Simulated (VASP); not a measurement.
Write the native input for VASP 6.6.1 that does the following.

- Task: single point
- Functional: LDA
- Potentials or basis: VASP PAW LDA potentials, release 64 (Rh_pv)
- Cutoff: 520 eV
- k mesh: 6 × 6 × 6
- Occupations: fermi-dirac, width 0.1 eV
- Spin: no spin polarisation
- Dipole correction: no
- Further INCAR settings: ALGO = Normal; EDIFF = 1e-06; NBANDS = 30

The structure of Rh lies in POSCAR:

```
Rh
1.0
    3.9270000000      0.0000000000      0.0000000000
    0.0000000000      3.9270000000      0.0000000000
    0.0000000000      0.0000000000      3.9270000000
Rh
3
Direct
    0.0000000000      0.5000000000      0.5000000000
    0.5000000000      0.0000000000      0.5000000000
    0.5000000000      0.5000000000      0.0000000000
```

One way to write it, as run:

INCAR

```
SYSTEM = Rh
ALGO = Normal
EDIFF = 1E-6
ENCUT = 520
ISIF = 2
ISMEAR = -1
LASPH = .True.
LCHARG = .False.
LREAL = .False.
LWAVE = .False.
NBANDS = 30
NELM = 60
PREC = Accurate
SIGMA = 0.1
```

KPOINTS

```
k-points
0
Gamma
  6 6 6
  0 0 0
```

Potentials or basis: VASP PAW LDA potentials, release 64 (Rh_pv).

Launch:

```console
$ cat potpaw_LDA.64/Rh_pv/POTCAR > POTCAR
$ mpirun -np 1 vasp_std > vasp.out
```

It gave:

The pressure is -30.1 GPa.

Wall time 21 s on 1 thread of AMD EPYC 7R43 64-Core Processor (Zen 3), on a shared host, peak memory 0.12 GiB.
